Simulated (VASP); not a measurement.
Runs of VASP 6.6.1 on ZnS. The structure is that of space group R3m (No. 160), or close to it. The cells are those of the table. 

| cell | gap on the mesh (eV) | pressure (GPa) | largest force (eV/Å) |
| --- | --- | --- | --- |
| a = 9.343 Å, angles 22.9°, 6 atoms | (a) | (c) | 0.02 |
| a = 9.691 Å, angles 22.9°, 6 atoms | (b) | -2.9 | 0.02 |
| a = 9.520 Å, angles 22.9°, 6 atoms | 2.18 | 1.0 | 0.01 |
| a = 9.433 Å, angles 22.9°, 6 atoms | 2.31 | 3.5 | 0.01 |
| a = 9.607 Å, angles 22.9°, 6 atoms | 2.06 | -1.1 | 0.01 |

Alike in all rows: task single point; level PBEsol; potentials or basis VASP PAW PBE potentials, release 64 (Zn, S); no spin polarisation; k mesh 6 × 6 × 6; cutoff (eV) 520; smearing methfessel-paxton 0.01 eV.

Problem. Fill in the values left out.

Solution. (a) 2.44; (b) 1.95; (c) 6.3.

Caveats: the PAW data sets were made with another functional, which shifts forces and pressure a little; the cell stands under pressure (at least some runs).

A k mesh can miss the band edges.
